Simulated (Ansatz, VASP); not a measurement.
**Cs: VASP beside Ansatz**

INCAR

```
PREC = Accurate
ENCUT = 520
EDIFF = 1E-7
ISMEAR = -1
SIGMA = 0.025
LREAL = F
LASPH = T
NELM = 150
ALGO = Fast
ISIF = 2
LWAVE = F
LCHARG = F
MAGMOM = 0 0 0 0 0 0
LORBIT = 11
LSORBIT = T
GGA_COMPAT = F
LORBMOM = T
GGA = B5
ALDAX = 1.0
AGGAX = 1.0
AGGAC = 1.0
ALDAC = 0.0
NBANDS = 30
```

KPOINTS

```
Automatic mesh
0
Gamma
  5 5 5
```

File POSCAR:

```
Cs
1.0
    6.2569301200      0.0000000000      0.0000000000
    0.0000000000      6.2569301200      0.0000000000
    0.0000000000      0.0000000000      6.2569301200
Cs
2
Direct
    0.0000000000      0.0000000000      0.0000000000
    0.5000000000      0.5000000000      0.5000000000
```

Contents of input.yaml:

```yaml
crystal:
  lattice:
    - [6.25693012, 0.0, 0.0]
    - [0.0, 6.25693012, 0.0]
    - [0.0, 0.0, 6.25693012]
  atoms:
    - { symbol: Cs, position: [0.0, 0.0, 0.0] }
    - { symbol: Cs, position: [0.5, 0.5, 0.5] }
hamiltonian:
  xc: blyp
  pseudopotentials: { kind: paw_fr }
magnetization:
  noncollinear: true
  spin_orbit: true
kpoints:
  mp_grid: { grid: [5, 5, 5] }
scf:
  occupations: { method: fermi_dirac, width: 0.025 }
output:
  forces: true
  stress: true
  eigenvalues: true
```

Alike in both runs: task single point; functional BLYP; k mesh 5 × 5 × 5; occupations fermi-dirac, width 0.025 eV; non-collinear spin, spin-orbit coupling.

```csv
,VASP,Ansatz
version,VASP 6.6.1,Ansatz 0.2.0
potentials or method,"VASP PAW PBE potentials, release 64 (Cs_sv)",Ansatz PAW
plane-wave cutoff (eV),520,420
valence electrons in the cell,18,18
```

|  | VASP | Ansatz | Ansatz less VASP |
| --- | --- | --- | --- |
| pressure (GPa) | 0.0 | 0.0 | +0.01 |
| net moment per atom (μB) | 0.00 | 0.00 | 0.000 |

VASP's potentials were made for PBE, not for BLYP.
